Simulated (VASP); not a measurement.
Te:

```
Te
1.0
    -2.95779    3.87597    1.53515
     2.95779   -3.87597    1.53515
     2.95779    3.87597   -1.53515
Te
2
Cartesian
  0.0000 5.8140 0.7647
  2.9578 -1.9380 0.7704
```

Base run:

- Program: VASP 6.6.1
- Functional: PBEsol
- Potentials or basis: VASP PAW PBE potentials, release 64 (Te)
- Cutoff: 520 eV
- k mesh: 8 × 8 × 8
- Occupations: gaussian, width 0.1 eV
- Spin: no spin polarisation

Its results: band gap on the k mesh zero (bands 6 and 7 overlap by 3.66 eV); pressure -1.2 GPa.

Problem. After a change of settings the same cell gave: band gap on the k mesh zero (bands 6 and 7 overlap by 3.29 eV); pressure -2.4 GPa. Which change was it?
A. k mesh from 8 × 8 × 8 to 10 × 10 × 10
B. k mesh from 8 × 8 × 8 to 4 × 4 × 4; further incar settings from ALGO = Normal; EDIFF = 1e-06; NBANDS = 13 to ALGO = Normal; EDIFF = 1e-07; NBANDS = 13
C. k mesh from 8 × 8 × 8 to 3 × 3 × 3
D. k mesh from 8 × 8 × 8 to 7 × 7 × 7; further incar settings from ALGO = Normal; EDIFF = 1e-06; NBANDS = 13 to ALGO = Normal; EDIFF = 1e-07; NBANDS = 13

Solution. C.

Caveats: some runs use coarse meshes; the PAW data sets were made with another functional, which shifts forces and pressure a little; spin-orbit coupling is left out, which moves the levels of the heavy elements.
